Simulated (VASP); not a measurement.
Set up this calculation in VASP 6.6.1, as the native input.

```
Task                   : single point
Functional             : PBE
Potentials or basis    : VASP PAW PBE potentials, release 64 (Mn_pv, O)
Cutoff                 : 600 eV
k mesh                 : 14 × 14 × 14
Occupations            : gaussian, width 0.05 eV
Spin                   : no spin polarisation
Dipole correction      : no
Further INCAR settings : ALGO = Normal; EDIFF = 1e-06; NBANDS = 16
```

The structure of MnO lies in POSCAR:

```
MnO
1.0
    0.0000000000      2.0780916417      2.0780916417
    2.0780916417      0.0000000000      2.0780916417
    2.0780916417      2.0780916417      0.0000000000
Mn O
1 1
Direct
    0.0000000000      0.0000000000      0.0000000000
    0.5000000000      0.5000000000      0.5000000000
```

The input as run:

INCAR

```
SYSTEM = MnO
PREC     = Accurate       ! precision mode
ENCUT    = 600            ! plane-wave cutoff, eV
EDIFF    = 1E-6           ! SCF threshold, eV
ISMEAR   = 0              ! smearing method
SIGMA    = 0.05           ! smearing width, eV
LREAL    = .FALSE.        ! projectors in reciprocal space
LASPH    = .TRUE.         ! aspherical terms in the spheres
NELM     = 120            ! most SCF steps
ALGO     = Normal         ! electronic algorithm
ISIF     = 2              ! what is computed and relaxed
LWAVE    = .FALSE.        ! write WAVECAR
LCHARG   = .FALSE.        ! write CHGCAR
GGA      = PE             ! functional
NBANDS   = 16             ! bands
GGA_COMPAT= .FALSE.
```

KPOINTS

```
regular mesh
0
G
  14 14 14
  0 0 0
```

Potentials or basis: VASP PAW PBE potentials, release 64 (Mn_pv, O).

The run is started by

```bash
$ cat potpaw_PBE.64/Mn_pv/POTCAR potpaw_PBE.64/O/POTCAR > POTCAR
$ mpirun -np 1 vasp_std > vasp.out
```

Results of the run:

The pressure is -8.3 GPa and the band gap on the k mesh is zero (an odd number of electrons rules out a gap without spin polarisation).

Caveat: the cell stands under tension; an odd number of electrons without spin polarisation forces a metal; a magnetic or distorted state may lie lower; the run has no spin polarisation, though such a crystal can be magnetic; semilocal functionals often make such compounds metallic where correlation or magnetic order opens a gap, which also shifts bond lengths.

Wall time 9.7 s on 1 thread of Intel(R) Xeon(R) 6975P-C (Granite Rapids), with other jobs on the host, peak memory 0.16 GiB.
